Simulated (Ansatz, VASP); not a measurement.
## MnO2 in VASP and in Ansatz

```
CELL_PARAMETERS angstrom
2.75137 0.00000 0.00000
-1.37568 2.38275 0.00000
0.00000 0.00000 4.43853
ATOMIC_POSITIONS crystal
Mn 0.00000 0.00000 0.00000
O 0.33333 0.66667 0.25200
O 0.66667 0.33333 0.74800
```

Alike in both runs: task single point; functional PBE; k mesh 8 × 8 × 4; occupations gaussian, width 0.05 eV; collinear spin; Hubbard terms Mn d U = 2.0 eV.

```csv
,VASP,Ansatz
version,VASP 6.6.1,Ansatz 0.2.0
potentials or method,"VASP PAW PBE potentials, release 64 (Mn_pv, O), cutoff 600 eV","scalar-relativistic, plane waves, PAW"
valence electrons in the cell,25,27
```

|  | VASP | Ansatz | Ansatz less VASP |
| --- | --- | --- | --- |
| gap on the k mesh at the Fermi level (eV) | 1.44 | 1.44 | +0.003 |
| least direct gap on the mesh (eV) | 1.77 | 1.77 | +0.001 |
| pressure (GPa) | 3.9 | 3.2 | -0.68 |
| traceless stress, the component that is largest in VASP (GPa) | -20.35 | -20.55 | -0.195 |
| rms of the force components (eV/Å) | 1.033 | 1.084 | +0.0508 |
| net moment per atom (μB) | 1.00 | 1.00 | 0.000 |
| size of the moment on the site where the two differ most (μB) | 2.96 | 2.63 | -0.329 |

Site moments also hang on the region over which each program counts them. The programs project onto different local orbitals, so the same U acts differently, and such runs can settle in different states. Atom by atom the forces differ by 0.051 eV/Å (rms over components). VASP's potentials hold 25 valence electrons a cell and Ansatz's 27, so a difference there can come from the potentials and not from the codes. Ansatz's warnings: specified occupation not kept, symmetry narrowed by occupation matrices.
